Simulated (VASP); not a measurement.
A run of VASP 6.6.1 is set up as follows.

The input INCAR:

```
SYSTEM = Be7Te
PREC = Accurate ; ENCUT = 520
EDIFF = 1E-6 ; ISMEAR = 0
SIGMA = 0.1 ; LREAL = .False.
LASPH = .True. ; NELM = 60
ALGO = Normal ; ISIF = 2
LWAVE = .False. ; LCHARG = .False.
GGA = PE ; NBANDS = 20
```

The input KPOINTS:

```
regular mesh
0
Gamma
  6 6 4
  0 0 0
```

POSCAR

```
Be7Te
1.0
    5.4857233372      0.0000000000      0.0000000000
   -2.7428616686      4.7507757682      0.0000000000
    0.0000000000      0.0000000000      3.5590031912
Be Te
7 1
Direct
   -0.0495088815      0.4752455592      0.0000000000
    0.5247544408      1.0495088815      0.0000000000
    0.5247544408      0.4752455592      0.0000000000
    0.2095562840      0.7904437160      0.5000000000
    0.2095562840      0.4191125680      0.5000000000
    0.5808874320      0.7904437160      0.5000000000
    0.6666666667      0.3333333333      0.5000000000
    0.0000000000      0.0000000000      0.0000000000
```

Potentials or basis: VASP PAW PBE potentials, release 64 (Be, Te).

The run is started by

```sh
$ cat potpaw_PBE.64/Be/POTCAR potpaw_PBE.64/Te/POTCAR > POTCAR
$ mpirun -np 1 vasp_std > vasp.out
```

(1) What does it give for the largest force?

(2) Estimate the band gap on the k mesh.

Results:

(1) 0.016 eV/Å.

(2) zero (band 10 reaches 8.20 eV, above the bottom of band 11 at 5.86 eV).

Caveat: the k points lie up to 0.44 Å⁻¹ apart; spin-orbit coupling is left out, which moves the levels of the heavy elements.
